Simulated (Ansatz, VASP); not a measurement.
Two plane-wave programs on Ag

```
CELL_PARAMETERS angstrom
0.00000 1.96138 1.87965
1.96138 0.00000 1.87965
1.96138 1.96138 0.00000
ATOMIC_POSITIONS crystal
Ag 0.00000 0.00000 0.00000
```

Change from the starting cell: strain -0.040 along x and y, -0.080 along z, atoms carried along.

Alike in both runs: task single point; functional PBEsol; k mesh 20 × 20 × 20; occupations gaussian, width 0.15 eV; no spin polarisation.

|  | VASP | Ansatz |
| --- | --- | --- |
| version | VASP 6.6.1 | Ansatz 0.2.0 |
| potentials or method | VASP PAW PBE potentials, release 64 (Ag), cutoff 520 eV | scalar-relativistic, plane waves, PAW |
| valence electrons in the cell | 11 | 19 |

```csv
,VASP,Ansatz,Ansatz less VASP
gap on the k mesh at the Fermi level (eV),none,none,-
pressure (GPa),24.7,25.2,+0.50
"traceless stress, the component that is largest in VASP (GPa)",1.56,1.57,+0.010
```

VASP's potentials were made for PBE, not for PBEsol. A gap of «none» marks a metal or a gap that the smearing closes. VASP's potentials hold 11 valence electrons a cell and Ansatz's 19, so a difference there can come from the potentials and not from the codes.
